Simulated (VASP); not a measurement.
Write the native input for VASP 6.6.1 that does the following.

```
Task                   : relaxation of cell and atoms
Functional             : LDA
Potentials or basis    : VASP PAW LDA potentials, release 64 (Ga_d, Sb)
Cutoff                 : 600 eV
k mesh                 : 12 × 12 × 12
Occupations            : fermi-dirac, width 0.15 eV
Spin                   : no spin polarisation
Target pressure        : 1 GPa
Dipole correction      : no
Further INCAR settings : ALGO = Normal; EDIFF = 1e-06; IBRION = 2; EDIFFG = -0.001; NSW = 80; ISIF = 3
```

The structure of GaSb lies in POSCAR:

```
GaSb
1.0
    0.0000000000      3.0250672255      3.0250672255
    3.0250672255      0.0000000000      3.0250672255
    3.0250672255      3.0250672255      0.0000000000
Ga Sb
1 1
Direct
    0.0000000000      0.0000000000      0.0000000000
    0.7500000000      0.7500000000      0.7500000000
```

One way to write it, as run:

INCAR

```
ALGO = Normal
EDIFF = 1E-6
EDIFFG = -0.001
ENCUT = 600
IBRION = 2
ISIF = 3
ISMEAR = -1
LASPH = T
LCHARG = F
LREAL = F
LWAVE = F
NELM = 80
NSW = 80
PREC = Accurate
PSTRESS = 10.0
SIGMA = 0.15
```

KPOINTS

```
k-points
0
Gamma
  12 12 12
```

Potentials or basis: VASP PAW LDA potentials, release 64 (Ga_d, Sb).

Command:

```sh
$ cat potpaw_LDA.64/Ga_d/POTCAR potpaw_LDA.64/Sb/POTCAR > POTCAR
$ mpirun -np 1 vasp_std > vasp.out
```

It gave:

The relaxed volume is 27.30 Å³/atom and the relaxed cell is a = 4.258 Å, b = 4.258 Å, c = 4.258 Å, α = 60.00°, β = 60.00°, γ = 60.00°. The space group after relaxing (to 0.1 Å) is F-43m (No. 216). The energy change on relaxing (the run minimises the enthalpy) is +1.4 meV/atom, the ionic steps are 23 and the pressure after relaxing is 1.0 GPa.

Caveat: the cell is relaxed towards a set pressure, so the run minimises the enthalpy, not the energy.

Run time: 6.8 min on 1 thread of Intel Xeon 8259CL (shared host), peak memory 0.23 GiB.
